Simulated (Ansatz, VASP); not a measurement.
## One calculation of AgBr, two programs

Contents of INCAR:

```
PREC = Accurate
ENCUT = 500
EDIFF = 1E-6
ISMEAR = -1
SIGMA = 0.01
LREAL = False
LASPH = True
NELM = 200
ALGO = Normal
ISIF = 2
LWAVE = False
LCHARG = False
MAGMOM = 0 0 0 0 0 0
LORBIT = 11
LSORBIT = True
GGA_COMPAT = False
LORBMOM = True
LMAXMIX = 4
GGA = PS
NBANDS = 30
```

KPOINTS

```
regular mesh
0
Gamma
  6 6 6
```

File POSCAR:

```
AgBr
1.0
    0.0000000000      2.8376895004      2.8518779479
    2.8376895004      0.0000000000      2.8518779479
    2.8376895004      2.8376895004      0.0000000000
Ag Br
1 1
Direct
    0.0000000000      0.0000000000      0.0000000000
    0.5000000000      0.5000000000      0.5000000000
```

Input for Ansatz:

```yaml
crystal:
  lattice:
    - [0.0, 2.8376895004, 2.8518779479]
    - [2.8376895004, 0.0, 2.8518779479]
    - [2.8376895004, 2.8376895004, 0.0]
  atoms:
    - { symbol: Ag, position: [0.0, 0.0, 0.0] }
    - { symbol: Br, position: [0.5, 0.5, 0.5] }
kpoints:
  mp_grid: { grid: [6, 6, 6] }
scf:
  occupations: { method: fermi_dirac, width: 0.01 }
  convergence: { dr2_threshold: 1.0e-10 }
hamiltonian:
  xc: pbesol
  pseudopotentials: { kind: all_electron, lapw: { basis_error: 0.0005 } }
magnetization:
  noncollinear: true
  spin_orbit: true
output:
  forces: true
  stress: true
  eigenstates:
    kpoints:
      - [0.0, 0.0, 0.0]
      - [0.0, -0.5, 0.0]
      - [-0.5, 0.0, 0.0]
      - [0.0, 0.0, -0.5]
      - [-0.5, -0.5, -0.5]
      - [-0.5, 0.0, -0.5]
      - [0.0, -0.5, -0.5]
      - [-0.5, -0.5, 0.0]
  eigenvalues: true
```

Change from the starting cell: z stretched by +0.5 %, x and y held.

Alike in both runs: task single point; functional PBEsol; k mesh 6 × 6 × 6; occupations fermi-dirac, width 0.01 eV; non-collinear spin, spin-orbit coupling.

```csv
,VASP,Ansatz
version,VASP 6.6.1,Ansatz 0.2.0
potentials or method,"VASP PAW PBE potentials, release 64 (Ag, Br), cutoff 500 eV",all-electron LAPW
```

```tsv
	VASP	Ansatz	Ansatz less VASP
pressure (GPa)	-0.3	-0.3	+0.02
traceless stress, the component that is largest in VASP (GPa)	-0.12	-0.12	0.000
net moment per atom (μB)	0.00	0.00	0.000
```

VASP's potentials were made for PBE, not for PBEsol. Ansatz ran all-electron here, and VASP with PAW potentials.
